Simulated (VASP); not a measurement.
Runs of VASP 6.6.1 on As. The typed cell holds 1 atom: a = 2.710 Å, b = 2.730 Å, c = 2.672 Å, α = 88.59°, β = 90.51°, γ = 90.74°. 

| level | potentials or basis | k mesh | smearing | gap on the mesh (eV) | pressure (GPa) |
| --- | --- | --- | --- | --- | --- |
| LDA | VASP PAW LDA potentials, release 64 (As) | 16 × 16 × 16 | gaussian 0.05 eV | none | (b) |
| LDA | VASP PAW LDA potentials, release 64 (As) | 13 × 13 × 14 | gaussian 0.05 eV | none | -2.4 |
| PBE | VASP PAW PBE potentials, release 64 (As) | 11 × 11 × 11 | methfessel-paxton 0.05 eV | none | 3.2 |
| LDA | VASP PAW LDA potentials, release 64 (As) | 7 × 7 × 7 | gaussian 0.05 eV | none | -2.5 |
| PBE | VASP PAW PBE potentials, release 64 (As) | 13 × 13 × 14 | methfessel-paxton 0.05 eV | none | (a) |

Alike in all rows: task single point; no spin polarisation; cell as given; cutoff (eV) 520.

Q: Estimate the missing entries.

A: (a) 2.8; (b) -2.7.

Caveats: the stress differs along the axes, from -5 to 1 GPa (at least some runs); the cell stands under pressure (at least some runs); the stress differs along the axes, from -6 to 1 GPa (at least some runs); the stress differs along the axes, from -0 to 7 GPa (at least some runs).

A k mesh can miss the band edges, and the runs leave out spin-orbit coupling on As.

A gap of «none» marks levels without a gap at the run's occupations.
